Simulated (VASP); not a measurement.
# BAs (P6_3/mmc) in VASP: single point with PBEsol

Aim: the single point of BAs with PBEsol.

Program: VASP 6.6.1. These are calculated values, not measurements. Logs are shortened: lines on timing, memory, paths and dates and some standing lists are left out, and cuts for length are marked.

### 1 The cell of the first run

Symmetry: P6_3/mmc, No. 194, hexagonal system. Conventional cell: a = 3.255 Å, b = 3.255 Å, c = 5.421 Å, α = 90.00°, β = 90.00°, γ = 120.00°. B (site symmetry -3m) has 6 As at 2.32 Å and 2 B at 2.71 Å within 3.1 Å. As (site symmetry -6m2) has 6 B at 2.32 Å within 3.1 Å.

### 2 Single point, PBEsol

The input, INCAR:

```
SYSTEM = BAs
  PREC = Accurate
  ENCUT = 520
  EDIFF = 1E-7
  ISMEAR = -1
  SIGMA = 0.05
  LREAL = .False.
  LASPH = .True.
  NELM = 100
  ALGO = Normal
  ISIF = 2
  LWAVE = .False.
  LCHARG = .True.
  GGA = PS
  LELF = .True.
  LVHAR = .True.
  NBANDS = 16
```

The input, KPOINTS:

```
Automatic mesh
0
Gamma
  6 6 4
  0 0 0
```

The input, POSCAR:

```
BAs
1.0
    3.2550128174      0.0000000000      0.0000000000
   -1.6275064087      2.8189237895      0.0000000000
    0.0000000000      0.0000000000      5.4210204988
B As
2 2
Direct
    0.0000000000      0.0000000000      0.0000000000
    0.0000000000      0.0000000000      0.5000000000
    0.3333333333      0.6666666667      0.2500000000
    0.6666666667      0.3333333333      0.7500000000
```

Potentials or basis: VASP PAW PBE potentials, release 64 (B, As).

Launch:

```bash
$ cat potpaw_PBE.64/B/POTCAR potpaw_PBE.64/As/POTCAR > POTCAR
$ mpirun -np 1 vasp_std > vasp.out
```

OUTCAR:

```text
SYSTEM = BAs
   PREC = Accurate
   ENCUT = 520
   EDIFF = 1E-7
   ISMEAR = -1
   LREAL = .False.
   LASPH = .True.
   NELM = 100
   ISIF = 2
   GGA = PS

 ion  position               nearest neighbor table
   1  0.000  0.000  0.000-   3 2.32   4 2.32   3 2.32   4 2.32   4 2.32   3 2.32
   2  0.000  0.000  0.500-   3 2.32   4 2.32   3 2.32   4 2.32   4 2.32   3 2.32
   3  0.333  0.667  0.250-   1 2.32   2 2.32   1 2.32   2 2.32   1 2.32   2 2.32
   4  0.667  0.333  0.750-   1 2.32   2 2.32   1 2.32   2 2.32   1 2.32   2 2.32

  LATTYP: Found a hexagonal cell.
 ALAT       =     3.2550128174
 C/A-ratio  =     1.6654375276

  Lattice vectors:

 A1 = (   3.2550128174,   0.0000000000,   0.0000000000)
 A2 = (  -1.6275064087,   2.8189237895,   0.0000000000)
 A3 = (   0.0000000000,   0.0000000000,   5.4210204988)

Analysis of symmetry for initial positions (statically):
=====================================================================
 Subroutine PRICEL returns:
 Original cell was already a primitive cell.

 Routine SETGRP: Setting up the symmetry group for a
 hexagonal supercell.

 Subroutine GETGRP returns: Found 24 space group operations
 (whereof 12 operations were pure point group operations)
 out of a pool of 24 trial point group operations.

The static configuration has the point symmetry D_3d.
 The point group associated with its full space group is D_6h.

Analysis of symmetry for dynamics (positions and initial velocities):
=====================================================================
 Subroutine PRICEL returns:
 Original cell was already a primitive cell.

 Routine SETGRP: Setting up the symmetry group for a
 hexagonal supercell.

 Subroutine GETGRP returns: Found 24 space group operations
 (whereof 12 operations were pure point group operations)
 out of a pool of 24 trial point group operations.

The dynamic configuration has the point symmetry D_3d.
 The point group associated with its full space group is D_6h.

 Subroutine INISYM returns: Found 24 space group operations
 (whereof 12 operations are pure point group operations),
 and found     1 'primitive' translations

----------------------------------------------------------------------------------------

                                     Primitive cell

  volume of cell :      49.7413

  direct lattice vectors                    reciprocal lattice vectors
     3.255012817  0.000000000  0.000000000     0.307218452  0.177372656  0.000000000
    -1.627506409  2.818923789  0.000000000     0.000000000  0.354745312  0.000000000
     0.000000000  0.000000000  5.421020499     0.000000000  0.000000000  0.184467113

  length of vectors
     3.255012817  3.255012817  5.421020499     0.354745312  0.354745312  0.184467113

  position of ions in fractional coordinates (direct lattice)
     0.000000000  0.000000000  0.000000000
     0.000000000  0.000000000  0.500000000
     0.333333333  0.666666667  0.250000000
     0.666666667  0.333333333  0.750000000

  ion indices of the primitive-cell ions
   primitive index   ion index
                 1           1
                 2           2
                 3           3
                 4           4

----------------------------------------------------------------------------------------

 KPOINTS: Automatic mesh

Automatic generation of k-mesh.
 Grid dimensions read from file:
 generate k-points for:    6    6    4

 Generating k-lattice:

  Cartesian coordinates                     Fractional coordinates (reciprocal lattice)
     0.051203075  0.029562109  0.000000000     0.166666667  0.000000000  0.000000000
     0.000000000  0.059124219  0.000000000     0.000000000  0.166666667  0.000000000
     0.000000000  0.000000000  0.046116778     0.000000000  0.000000000  0.250000000

  Length of vectors
     0.059124219  0.059124219  0.046116778

  Shift w.r.t. Gamma in fractional coordinates (k-lattice)
     0.000000000  0.000000000  0.000000000

 Subroutine IBZKPT returns following result:
 ===========================================

 Found     21 irreducible k-points:

 Following reciprocal coordinates:
            Coordinates               Weight
  0.000000  0.000000  0.000000      1.000000
  0.166667  0.000000  0.000000      6.000000
  0.333333  0.000000  0.000000      6.000000
  0.500000  0.000000  0.000000      3.000000
  0.166667  0.166667  0.000000      6.000000
  0.333333  0.166667  0.000000     12.000000
[... 13 lines left out ...]
  0.333333  0.166667  0.500000     12.000000
  0.333333  0.333333  0.500000      2.000000
   k-points           NKPTS =     21   k-points in BZ     NKDIM =     21   number of bands    NBANDS=     16
   number of dos      NEDOS =    301   number of ions     NIONS =      4
   total plane-waves  NPLWV =  23040
   dimension x,y,z NGX =    24 NGY =   24 NGZ =   40
   dimension x,y,z NGXF=    48 NGYF=   48 NGZF=   80
   ions per type =               2   2
   NGX,Y,Z   is equivalent  to a cutoff of  12.26, 12.26, 12.27 a.u.
   NGXF,Y,Z  is equivalent  to a cutoff of  24.52, 24.52, 24.53 a.u.
 SYSTEM =  BAs
   PREC   = accura    normal or accurate (medium, high low for compatibility)
   ISTART =      0    job   : 0-new  1-cont  2-samecut
   ICHARG =      2    charge: 1-file 2-atom 10-const
   ISPIN  =      1    spin polarized calculation?
   LNONCOLLINEAR =      F non collinear calculations
   LSORBIT =      F    spin-orbit coupling
   LASPH  =      T    aspherical Exc in radial PAW
   ENCUT  =  520.0 eV  38.22 Ry    6.18 a.u.   6.05  6.05 10.08*2*pi/ulx,y,z
   NELM   =    100;   NELMIN=  2; NELMDL= -5     # of ELM steps
   EDIFF  = 0.1E-06   stopping-criterion for ELM
   LREAL  =      F    real-space projection
   EDIFFG = 0.1E-05   stopping-criterion for IOM
   NSW    =      0    number of steps for IOM
   IBRION =     -1    ionic relax: 0-MD 1-quasi-New 2-CG
   NFREE  =      0    steps in history (QN), initial steepest desc. (CG)
   ISIF   =      2    stress and relaxation
   ISYM   =      2    0-nonsym 1-usesym 2-fastsym
   POTIM  = 0.5000    time-step for ionic-motion
   TEBEG  =    0.0;   TEEND  =   0.0 temperature during run
   PSTRESS=    0.0 pullay stress
   NELECT =      16.0000    total number of electrons
   NUPDOWN=      -1.0000    fix difference up-down
   EMIN   =  10.00;   EMAX   =-10.00  energy-range for DOS
   EFERMI =   0.00;   METHOD = LEGACY
   ISMEAR =    -1;   SIGMA  =   0.05  broadening in eV -4-tet -1-fermi 0-gaus
   EFERMI_NEDOS =   21; number of points for ismear=-14 and -15
   IALGO  =     38    algorithm
   IMIX   =      4    mixing-type and parameters
     AMIX     =   0.40;   BMIX     =  1.00
     AMIX_MAG =   1.60;   BMIX_MAG =  1.00
  volume/ion in A,a.u.               =      12.44        83.92
  Fermi-wavevector in a.u.,A,eV,Ry     =   1.121698  2.119701 17.118926  1.258206
  Thomas-Fermi vector in A             =   2.258353
   LORBIT       =      0    0 simple, 1 ext, 2 COOP (PROOUT), +10 PAW based schemes
   GGA     = PS    functional components
   LHFCALC =     F    Hartree Fock is set to
   AEXX    =    0.0000 exact exchange contribution
   IVDW    =     0    specifies the selected vdW correction
   LEPSILON=     F    determine dielectric tensor
   LRPA    =     F    only Hartree local field effects (RPA)
 non-spin polarized calculation
  energy-cutoff  :      520.00
  volume of cell :       49.74
 maximum number of plane-waves:      1362
   NGX = 13   NGY = 13   NGZ = 21

 number of electron      15.9999999 magnetization

 Free energy of the ion-electron system (eV)
  ---------------------------------------------------
  ext. energy  EPLUGINS =         0.00000000
  ---------------------------------------------------
  free energy    TOTEN  =       -20.74614960 eV

  energy without entropy =      -20.73957151  energy(sigma->0) =      -20.74286056

 E-fermi :   7.2201     XC(G=0): -11.4375

 val. band max:        7.0911167488   @ k =   0.3333   0.3333   0.5000
 cond. band min:       7.2651664737   @ k =   0.1667   0.0000   0.0000
 fundamental gap:      0.1740497249
 Fermi energy:         7.2200737418

 k-point     1 :       0.0000    0.0000    0.0000
  band No.  band energies     occupation
      1      -8.7657      2.00000
      2      -5.2441      2.00000
      3      -2.5857      2.00000
      4       6.4753      2.00000
      5       6.4753      2.00000
      6       7.3189      0.24318
[... 8 lines left out ...]
     15      14.7677      0.00000
     16      15.0655      0.00000

 k-point     2 :       0.1667    0.0000    0.0000
  band No.  band energies     occupation
      1      -8.2943      2.00000
      2      -4.8163      2.00000
      3      -2.1225      2.00000
      4       3.4059      2.00000
      5       5.2295      2.00000
      6       6.0761      2.00000
[... 8 lines left out ...]
     15      13.6376      0.00000
     16      15.7718      0.00000

 k-point     3 :       0.3333    0.0000    0.0000
  band No.  band energies     occupation
      1      -6.9083      2.00000
      2      -3.8055      2.00000
      3      -0.7478      2.00000
      4      -0.1511      2.00000
      5       2.7381      2.00000
      6       3.9412      2.00000
[... 8 lines left out ...]
     15      15.7554      0.00000
     16      17.8317      0.00000

 k-point     4 :       0.5000    0.0000    0.0000
  band No.  band energies     occupation
      1      -5.0589      2.00000
      2      -4.4603      2.00000
      3      -0.4657      2.00000
      4       0.2143      2.00000
      5       1.3205      2.00000
      6       1.6746      2.00000
[... 8 lines left out ...]
     15      17.1651      0.00000
     16      17.3203      0.00000
[... 267 lines left out ...]
 k-point    19 :       0.1667    0.1667    0.5000
  band No.  band energies     occupation
      1      -6.2680      2.00000
      2      -6.2680      2.00000
      3       1.7123      2.00000
      4       1.7123      2.00000
      5       2.9831      2.00000
      6       2.9831      2.00000
[... 8 lines left out ...]
     15      15.2895      0.00000
     16      15.2895      0.00000

 k-point    20 :       0.3333    0.1667    0.5000
  band No.  band energies     occupation
      1      -4.6613      2.00000
      2      -4.6613      2.00000
      3      -0.9291      2.00000
      4      -0.9291      2.00000
      5       2.1922      2.00000
      6       2.1922      2.00000
[... 8 lines left out ...]
     15      16.3047      0.00000
     16      16.3047      0.00000

 k-point    21 :       0.3333    0.3333    0.5000
  band No.  band energies     occupation
      1      -3.6847      2.00000
      2      -3.6847      2.00000
      3      -1.2529      2.00000
      4      -1.2529      2.00000
      5       0.3386      2.00000
      6       0.3386      2.00000
[... 8 lines left out ...]
     15      16.0039      0.00000
     16      16.0039      0.00000

------------------------ aborting loop because EDIFF is reached ----------------------------------------

  FORCE on cell =-STRESS in cart. coord.  units (eV):
  Direction    XX          YY          ZZ          XY          YZ          ZX
  --------------------------------------------------------------------------------------
  -------------------------------------------------------------------------------------
  Total       -1.1564358     -1.1564358      0.2641368      0.0000000      0.0000000     -0.0000000
  in kB      -37.2490359    -37.2490359      8.5079018      0.0000000      0.0000000     -0.0000000
  external PRESSURE =     -21.9967233 kB  Pullay stress =       0.0000000 kB

 VOLUME and BASIS-vectors are now :
 -----------------------------------------------------------------------------
  energy-cutoff  :      520.00
  volume of cell :       49.74
      direct lattice vectors                 reciprocal lattice vectors
     3.255012817  0.000000000  0.000000000     0.307218452  0.177372656  0.000000000
    -1.627506409  2.818923789  0.000000000     0.000000000  0.354745312  0.000000000
     0.000000000  0.000000000  5.421020499     0.000000000  0.000000000  0.184467113

 POSITION                                       TOTAL-FORCE (eV/Angst)
 -----------------------------------------------------------------------------------
      0.00000      0.00000      0.00000         0.000000      0.000000     -0.000000
      0.00000      0.00000      2.71051         0.000000      0.000000     -0.000000
     -0.00000      1.87928      1.35526        -0.000000      0.000000      0.000000
      1.62751      0.93964      4.06577         0.000000     -0.000000      0.000000
 -----------------------------------------------------------------------------------
    total drift:                               -0.000000      0.000000      0.000000

  FREE ENERGIE OF THE ION-ELECTRON SYSTEM (eV)
  ---------------------------------------------------
  free  energy   TOTEN  =       -20.7461496037 eV

  energy  without entropy=      -20.7395715124  energy(sigma->0) =      -20.74286056
```

It took 14 s on 1 thread of AMD EPYC 9R45 (Zen 5), shared host; peak memory 0.13 GiB.

What came out:

```yaml
Free_energy: -20.7461 eV
Pressure: -2.2 GPa
Band_gap_on_the_k_mesh: zero (band 8 reaches 8.54 eV, above the bottom of band 9 at 2.92 eV)
```

Caveat: the k points lie up to 0.37 Å⁻¹ apart; the PAW data sets were made with another functional, which shifts forces and pressure a little.
